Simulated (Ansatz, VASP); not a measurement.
# Cd3TeSe2 in VASP and in Ansatz

INCAR

```
ALGO = Normal
EDIFF = 1E-7
ENCUT = 520
GGA = PE
ISIF = 2
ISMEAR = 0
LASPH = True
LCHARG = False
LREAL = False
LWAVE = False
NBANDS = 66
NELM = 100
PREC = Accurate
SIGMA = 0.1
```

KPOINTS

```
k-points
0
Gamma
  6 6 1
```

The input POSCAR:

```
Cd3TeSe2
1.0
    4.2528687500      0.0000000000      0.0000000000
   -2.1264343800      3.6830923800      0.0000000000
    0.0000000000      0.0000000000     20.8221880400
Cd Te Se
6 2 4
Direct
    0.6666666700      0.3333333300      0.0000000000
    0.6666666700      0.3333333300      0.3333333300
    0.6666666700      0.3333333300      0.6666666700
    0.3333333300      0.6666666700      0.1666666700
    0.3333333300      0.6666666700      0.5000000000
    0.3333333300      0.6666666700      0.8333333300
    0.6666666700      0.3333333300      0.4583333300
    0.3333333300      0.6666666700      0.6250000000
    0.6666666700      0.3333333300      0.1250000000
    0.6666666700      0.3333333300      0.7916666700
    0.3333333300      0.6666666700      0.2916666700
    0.3333333300      0.6666666700      0.9583333300
```

Input for Ansatz:

```yaml
crystal:
  lattice:
    - [4.25286875, 0.0, 0.0]
    - [-2.12643438, 3.68309238, 0.0]
    - [0.0, 0.0, 20.82218804]
  atoms:
    - { symbol: Cd, position: [0.66666667, 0.33333333, 0.0] }
    - { symbol: Cd, position: [0.66666667, 0.33333333, 0.33333333] }
    - { symbol: Cd, position: [0.66666667, 0.33333333, 0.66666667] }
    - { symbol: Cd, position: [0.33333333, 0.66666667, 0.16666667] }
    - { symbol: Cd, position: [0.33333333, 0.66666667, 0.5] }
    - { symbol: Cd, position: [0.33333333, 0.66666667, 0.83333333] }
    - { symbol: Te, position: [0.66666667, 0.33333333, 0.45833333] }
    - { symbol: Te, position: [0.33333333, 0.66666667, 0.625] }
    - { symbol: Se, position: [0.66666667, 0.33333333, 0.125] }
    - { symbol: Se, position: [0.66666667, 0.33333333, 0.79166667] }
    - { symbol: Se, position: [0.33333333, 0.66666667, 0.29166667] }
    - { symbol: Se, position: [0.33333333, 0.66666667, 0.95833333] }
basis:
  ecutwfc: 420
kpoints:
  mp_grid: { grid: [6, 6, 1] }
hamiltonian:
  xc: pbe
scf:
  occupations: { method: gaussian, width: 0.1 }
  lower_state_search: "off"
output:
  forces: true
  stress: true
  eigenvalues: true
```

Alike in both runs: task single point; functional PBE; k mesh 6 × 6 × 1; occupations gaussian, width 0.1 eV; no spin polarisation.

|  | VASP | Ansatz |
| --- | --- | --- |
| version | VASP 6.6.1 | Ansatz 0.2.0 |
| potentials or method | VASP PAW PBE potentials, release 64 (Cd, Te, Se), cutoff 520 eV | scalar-relativistic, plane waves, PAW |
| valence electrons in the cell | 108 | 216 |

|  | VASP | Ansatz | Ansatz less VASP |
| --- | --- | --- | --- |
| gap on the k mesh at the Fermi level (eV) | 0.68 | 0.67 | -0.003 |
| least direct gap on the mesh (eV) | 0.68 | 0.67 | -0.003 |
| pressure (GPa) | 10.4 | 10.0 | -0.37 |
| traceless stress, the component that is largest in VASP (GPa) | 0.19 | 0.18 | -0.009 |
| rms of the force components (eV/Å) | 0.268 | 0.268 | +0.0004 |

Atom by atom the forces differ by 0.001 eV/Å (rms over components). VASP's potentials hold 108 valence electrons a cell and Ansatz's 216, so a difference there can come from the potentials and not from the codes.

Spin-orbit coupling is off throughout.
